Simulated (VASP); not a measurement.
# RbSiPb (P4/mmm) in VASP: single point with PBE

Aim: the single point of RbSiPb with PBE.

All numbers are computed with VASP 6.6.1; they aren't measurements. Logs are shortened: lines on timing, memory, paths and dates and some standing lists are left out, and cuts for length are marked.

## Step 1: The cell of the first run

Symmetry: P4/mmm, No. 123, tetragonal system. Conventional cell: a = 4.440 Å, b = 4.440 Å, c = 4.714 Å, α = 90.00°, β = 90.00°, γ = 90.00°. Within 3.1 Å of Rb (site symmetry 4/mmm) lie 2 Si at 2.36 Å. Within 3.1 Å of Si (site symmetry 4/mmm) lie 2 Rb at 2.36 Å. Pb (site symmetry 4/mmm) has 4 Si at 3.14 Å and 8 Rb at 3.93 Å within 4.1 Å.

## Step 2: Single point, PBE

INCAR

```
SYSTEM = RbSiPb
PREC = Accurate ; ENCUT = 520
EDIFF = 1E-7 ; ISMEAR = 0
SIGMA = 0.1 ; LREAL = .FALSE.
LASPH = .TRUE. ; NELM = 80
ALGO = Fast ; ISIF = 2
LWAVE = .FALSE. ; LCHARG = .FALSE.
GGA = PE ; NBANDS = 20
```

KPOINTS

```
Automatic mesh
0
G
  4 4 4
  0 0 0
```

POSCAR

```
RbSiPb
1.0
    4.4398900900      0.0000000000      0.0000000000
    0.0000000000      4.4398900900      0.0000000000
    0.0000000000      0.0000000000      4.7141558700
Rb Si Pb
1 1 1
Direct
    0.0000000000      0.0000000000      0.5000000000
    0.0000000000      0.0000000000      0.0000000000
    0.5000000000      0.5000000000      0.0000000000
```

Potentials or basis: VASP PAW PBE potentials, release 64 (Rb_sv, Si, Pb_d).

Run with:

```bash
> cat potpaw_PBE.64/Rb_sv/POTCAR potpaw_PBE.64/Si/POTCAR potpaw_PBE.64/Pb_d/POTCAR > POTCAR
> mpirun -np 1 vasp_std > vasp.out
```

OUTCAR:

```text
SYSTEM = RbSiPb
   PREC = Accurate
   ENCUT = 520
   EDIFF = 1E-7
   ISMEAR = 0
   LREAL = .FALSE.
   LASPH = .TRUE.
   NELM = 80
   ISIF = 2
   GGA = PE

 ion  position               nearest neighbor table
   1  0.000  0.000  0.500-   2 2.36   2 2.36   3 3.93   3 3.93   3 3.93   3 3.93   3 3.93   3 3.93
                             3 3.93   3 3.93
   2  0.000  0.000  0.000-   1 2.36   1 2.36   3 3.14   3 3.14   3 3.14   3 3.14
   3  0.500  0.500  0.000-   2 3.14   2 3.14   2 3.14   2 3.14   1 3.93   1 3.93   1 3.93   1 3.93
                             1 3.93   1 3.93   1 3.93   1 3.93

  LATTYP: Found a simple tetragonal cell.
 ALAT       =     4.4398900900
 C/A-ratio  =     1.0617731012

  Lattice vectors:

 A1 = (   4.4398900900,   0.0000000000,   0.0000000000)
 A2 = (   0.0000000000,   4.4398900900,   0.0000000000)
 A3 = (   0.0000000000,   0.0000000000,   4.7141558700)

Analysis of symmetry for initial positions (statically):
=====================================================================
 Subroutine PRICEL returns:
 Original cell was already a primitive cell.

 Routine SETGRP: Setting up the symmetry group for a
 simple tetragonal supercell.

 Subroutine GETGRP returns: Found 16 space group operations
 (whereof 16 operations were pure point group operations)
 out of a pool of 16 trial point group operations.

The static configuration has the point symmetry D_4h.

Analysis of symmetry for dynamics (positions and initial velocities):
=====================================================================
 Subroutine PRICEL returns:
 Original cell was already a primitive cell.

 Routine SETGRP: Setting up the symmetry group for a
 simple tetragonal supercell.

 Subroutine GETGRP returns: Found 16 space group operations
 (whereof 16 operations were pure point group operations)
 out of a pool of 16 trial point group operations.

The dynamic configuration has the point symmetry D_4h.

 Subroutine INISYM returns: Found 16 space group operations
 (whereof 16 operations are pure point group operations),
 and found     1 'primitive' translations

----------------------------------------------------------------------------------------

                                     Primitive cell

  volume of cell :      92.9284

  direct lattice vectors                    reciprocal lattice vectors
     4.439890090  0.000000000  0.000000000     0.225230801  0.000000000  0.000000000
     0.000000000  4.439890090  0.000000000     0.000000000  0.225230801  0.000000000
     0.000000000  0.000000000  4.714155870     0.000000000  0.000000000  0.212127055

  length of vectors
     4.439890090  4.439890090  4.714155870     0.225230801  0.225230801  0.212127055

  position of ions in fractional coordinates (direct lattice)
     0.000000000  0.000000000  0.500000000
     0.000000000  0.000000000  0.000000000
     0.500000000  0.500000000  0.000000000

  ion indices of the primitive-cell ions
   primitive index   ion index
                 1           1
                 2           2
                 3           3

----------------------------------------------------------------------------------------

 KPOINTS: Automatic mesh

Automatic generation of k-mesh.
 Grid dimensions read from file:
 generate k-points for:    4    4    4

 Generating k-lattice:

  Cartesian coordinates                     Fractional coordinates (reciprocal lattice)
     0.056307700  0.000000000  0.000000000     0.250000000  0.000000000  0.000000000
     0.000000000  0.056307700  0.000000000     0.000000000  0.250000000  0.000000000
     0.000000000  0.000000000  0.053031764     0.000000000  0.000000000  0.250000000

  Length of vectors
     0.056307700  0.056307700  0.053031764

  Shift w.r.t. Gamma in fractional coordinates (k-lattice)
     0.000000000  0.000000000  0.000000000

 Subroutine IBZKPT returns following result:
 ===========================================

 Found     18 irreducible k-points:

 Following reciprocal coordinates:
            Coordinates               Weight
  0.000000  0.000000  0.000000      1.000000
  0.250000  0.000000  0.000000      4.000000
  0.500000  0.000000  0.000000      2.000000
  0.250000  0.250000  0.000000      4.000000
  0.500000  0.250000  0.000000      4.000000
  0.500000  0.500000  0.000000      1.000000
[... 10 lines left out ...]
  0.500000  0.250000  0.500000      4.000000
  0.500000  0.500000  0.500000      1.000000
   k-points           NKPTS =     18   k-points in BZ     NKDIM =     18   number of bands    NBANDS=     20
   number of dos      NEDOS =    301   number of ions     NIONS =      3
   total plane-waves  NPLWV =  46656
   dimension x,y,z NGX =    36 NGY =   36 NGZ =   36
   dimension x,y,z NGXF=    72 NGYF=   72 NGZF=   72
   ions per type =               1   1   1
   NGX,Y,Z   is equivalent  to a cutoff of  13.48, 13.48, 12.70 a.u.
   NGXF,Y,Z  is equivalent  to a cutoff of  26.96, 26.96, 25.39 a.u.
 SYSTEM =  RbSiPb
   PREC   = accura    normal or accurate (medium, high low for compatibility)
   ISTART =      0    job   : 0-new  1-cont  2-samecut
   ICHARG =      2    charge: 1-file 2-atom 10-const
   ISPIN  =      1    spin polarized calculation?
   LNONCOLLINEAR =      F non collinear calculations
   LSORBIT =      F    spin-orbit coupling
   LASPH  =      T    aspherical Exc in radial PAW
   ENCUT  =  520.0 eV  38.22 Ry    6.18 a.u.   8.26  8.26  8.77*2*pi/ulx,y,z
   NELM   =     80;   NELMIN=  2; NELMDL= -5     # of ELM steps
   EDIFF  = 0.1E-06   stopping-criterion for ELM
   LREAL  =      F    real-space projection
   EDIFFG = 0.1E-05   stopping-criterion for IOM
   NSW    =      0    number of steps for IOM
   IBRION =     -1    ionic relax: 0-MD 1-quasi-New 2-CG
   NFREE  =      0    steps in history (QN), initial steepest desc. (CG)
   ISIF   =      2    stress and relaxation
   ISYM   =      2    0-nonsym 1-usesym 2-fastsym
   POTIM  = 0.5000    time-step for ionic-motion
   TEBEG  =    0.0;   TEEND  =   0.0 temperature during run
   PSTRESS=    0.0 pullay stress
   NELECT =      27.0000    total number of electrons
   NUPDOWN=      -1.0000    fix difference up-down
   EMIN   =  10.00;   EMAX   =-10.00  energy-range for DOS
   EFERMI =   0.00;   METHOD = LEGACY
   ISMEAR =     0;   SIGMA  =   0.10  broadening in eV -4-tet -1-fermi 0-gaus
   EFERMI_NEDOS =   21; number of points for ismear=-14 and -15
   IALGO  =     68    algorithm
   IMIX   =      4    mixing-type and parameters
     AMIX     =   0.40;   BMIX     =  1.00
     AMIX_MAG =   1.60;   BMIX_MAG =  1.00
  volume/ion in A,a.u.               =      30.98       209.04
  Fermi-wavevector in a.u.,A,eV,Ry     =   1.084293  2.049017 15.996249  1.175691
  Thomas-Fermi vector in A             =   2.220379
   LORBIT       =      0    0 simple, 1 ext, 2 COOP (PROOUT), +10 PAW based schemes
   GGA     = PE    functional components
   LHFCALC =     F    Hartree Fock is set to
   AEXX    =    0.0000 exact exchange contribution
   IVDW    =     0    specifies the selected vdW correction
   LEPSILON=     F    determine dielectric tensor
   LRPA    =     F    only Hartree local field effects (RPA)
 non-spin polarized calculation
 RMM-DIIS sequential band-by-band and
 Gauss-broadening in eV      SIGMA  =   0.10
  energy-cutoff  :      520.00
  volume of cell :       92.93
 maximum number of plane-waves:      2530
 NGX is ok and might be reduce to    36
   NGX = 17   NGY = 17   NGZ = 17

 number of electron      26.9999993 magnetization

 Free energy of the ion-electron system (eV)
  ---------------------------------------------------
  ext. energy  EPLUGINS =         0.00000000
  ---------------------------------------------------
  free energy    TOTEN  =        -5.53673815 eV

  energy without entropy =       -5.51179676  energy(sigma->0) =       -5.52426745

 E-fermi :   4.0434     XC(G=0):  -8.8136

 val. band max:        3.9537337603   @ k =   0.2500   0.2500   0.5000
 cond. band min:       4.0598856381   @ k =   0.5000   0.2500   0.2500
 fundamental gap:      0.1061518778
 Fermi energy:         4.0433789293

 k-point     1 :       0.0000    0.0000    0.0000
  band No.  band energies     occupation
      1     -24.0914      2.00000
      2     -12.6080      2.00000
      3     -12.5928      2.00000
      4     -12.5887      2.00000
      5     -12.5887      2.00000
      6     -12.5851      2.00000
[... 12 lines left out ...]
     19       9.1431      0.00000
     20       9.1493      0.00000

 k-point     2 :       0.2500    0.0000    0.0000
  band No.  band energies     occupation
      1     -24.0874      2.00000
      2     -12.6034      2.00000
      3     -12.5953      2.00000
      4     -12.5933      2.00000
      5     -12.5882      2.00000
      6     -12.5800      2.00000
[... 12 lines left out ...]
     19       8.1993      0.00000
     20       8.4069      0.00000

 k-point     3 :       0.5000    0.0000    0.0000
  band No.  band energies     occupation
      1     -24.0834      2.00000
      2     -12.6018      2.00000
      3     -12.6014      2.00000
      4     -12.6008      2.00000
      5     -12.5876      2.00000
      6     -12.5653      2.00000
[... 12 lines left out ...]
     19       8.5867      0.00000
     20       9.5636      0.00000

 k-point     4 :       0.2500    0.2500    0.0000
  band No.  band energies     occupation
      1     -24.0835      2.00000
      2     -12.6027      2.00000
      3     -12.5950      2.00000
      4     -12.5948      2.00000
      5     -12.5925      2.00000
      6     -12.5711      2.00000
[... 291 lines left out ...]
 k-point    17 :       0.5000    0.2500    0.5000
  band No.  band energies     occupation
      1     -24.0615      2.00000
      2     -12.6208      2.00000
      3     -12.6021      2.00000
      4     -12.5977      2.00000
      5     -12.5784      2.00000
      6     -12.5568      2.00000
[... 12 lines left out ...]
     19       8.4955      0.00000
     20      11.8395      0.00000

 k-point    18 :       0.5000    0.5000    0.5000
  band No.  band energies     occupation
      1     -24.0578      2.00000
      2     -12.6419      2.00000
      3     -12.6040      2.00000
      4     -12.6040      2.00000
      5     -12.5707      2.00000
      6     -12.5481      2.00000
[... 12 lines left out ...]
     19      10.3270      0.00000
     20      11.3026      0.00000

------------------------ aborting loop because EDIFF is reached ----------------------------------------

  FORCE on cell =-STRESS in cart. coord.  units (eV):
  Direction    XX          YY          ZZ          XY          YZ          ZX
  --------------------------------------------------------------------------------------
  -------------------------------------------------------------------------------------
  Total       -1.0382292     -1.0382292     19.7193745      0.0000000      0.0000000      0.0000000
  in kB      -17.9000998    -17.9000998    339.9815434      0.0000000      0.0000000      0.0000000
  external PRESSURE =     101.3937813 kB  Pullay stress =       0.0000000 kB

 VOLUME and BASIS-vectors are now :
 -----------------------------------------------------------------------------
  energy-cutoff  :      520.00
  volume of cell :       92.93
      direct lattice vectors                 reciprocal lattice vectors
     4.439890090  0.000000000  0.000000000     0.225230801  0.000000000  0.000000000
     0.000000000  4.439890090  0.000000000     0.000000000  0.225230801  0.000000000
     0.000000000  0.000000000  4.714155870     0.000000000  0.000000000  0.212127055

 POSITION                                       TOTAL-FORCE (eV/Angst)
 -----------------------------------------------------------------------------------
      0.00000      0.00000      2.35708         0.000000      0.000000      0.000000
      0.00000      0.00000      0.00000         0.000000      0.000000      0.000000
      2.21995      2.21995      0.00000         0.000000      0.000000      0.000000
 -----------------------------------------------------------------------------------
    total drift:                                0.000000      0.000000      0.000000

  FREE ENERGIE OF THE ION-ELECTRON SYSTEM (eV)
  ---------------------------------------------------
  free  energy   TOTEN  =        -5.5367381491 eV

  energy  without entropy=       -5.5117967554  energy(sigma->0) =       -5.52426745
```

Wall time 81 s (1 thread of Intel Xeon Platinum 8259CL at 2.50GHz (Skylake/Cascade Lake), shared host); peak memory 0.22 GiB.

Results:

```
Free energy : -5.5367 eV
Pressure    : 10.1 GPa
```

Stress tensor (GPa, compression positive):
```
-1.79  0.00  0.00
 0.00 -1.79  0.00
 0.00  0.00 34.00
```

Caveat: spin-orbit coupling is left out, which moves the levels of the heavy elements.
